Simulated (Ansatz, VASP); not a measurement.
**One calculation of BP, two programs**

The input INCAR:

```
ALGO = Normal
EDIFF = 1E-6
ENCUT = 520
GGA = PE
ISIF = 2
ISMEAR = 0
LASPH = T
LCHARG = F
LREAL = F
LWAVE = F
NBANDS = 11
NELM = 100
PREC = Accurate
SIGMA = 0.05
```

Contents of KPOINTS:

```
k-points
0
Gamma
  10 10 10
```

The input POSCAR:

```
BP
1.0
    0.0000000000      2.1839125000      2.2690000000
    2.1839125000      0.0000000000      2.2690000000
    2.1839125000      2.1839125000      0.0000000000
B P
1 1
Direct
    0.0000000000      0.0000000000      0.0000000000
    0.7500000000      0.7500000000      0.7500000000
```

Input for Ansatz:

```yaml
crystal:
  lattice:
    - [0.0, 2.1839125, 2.269]
    - [2.1839125, 0.0, 2.269]
    - [2.1839125, 2.1839125, 0.0]
  atoms:
    - { symbol: B, position: [0.0, 0.0, 0.0] }
    - { symbol: P, position: [0.75, 0.75, 0.75] }
basis:
  ecutwfc: 420
kpoints:
  mp_grid: { grid: [10, 10, 10] }
hamiltonian:
  xc: pbe
scf:
  occupations: { method: gaussian, width: 0.05 }
output:
  forces: true
  stress: true
  eigenvalues: true
```

Change from the starting cell: strain -0.0375 x Voigt [1, 1, 0, 0, 0, 0], atoms carried along.

Alike in both runs: task single point; functional PBE; k mesh 10 × 10 × 10; occupations gaussian, width 0.05 eV; no spin polarisation.

|  | VASP | Ansatz |
| --- | --- | --- |
| version | VASP 6.6.1 | Ansatz 0.2.0 |
| potentials or method | VASP PAW PBE potentials, release 64 (B, P), cutoff 520 eV | scalar-relativistic, plane waves, PAW |
| valence electrons in the cell | 8 | 8 |

VASP gave:

| Quantity | Value |
| --- | --- |
| gap on the k mesh at the Fermi level (eV) | 0.84 |
| least direct gap on the mesh (eV) | 3.33 |
| pressure (GPa) | 15.4 |
| traceless stress, the component that is largest in VASP (GPa) | -7.64 |

Task: Which values does Ansatz return?

Result: gap on the k mesh at the Fermi level (eV): 0.84; least direct gap on the mesh (eV): 3.33; pressure (GPa): 15.8; traceless stress, the component that is largest in VASP (GPa): -7.62.
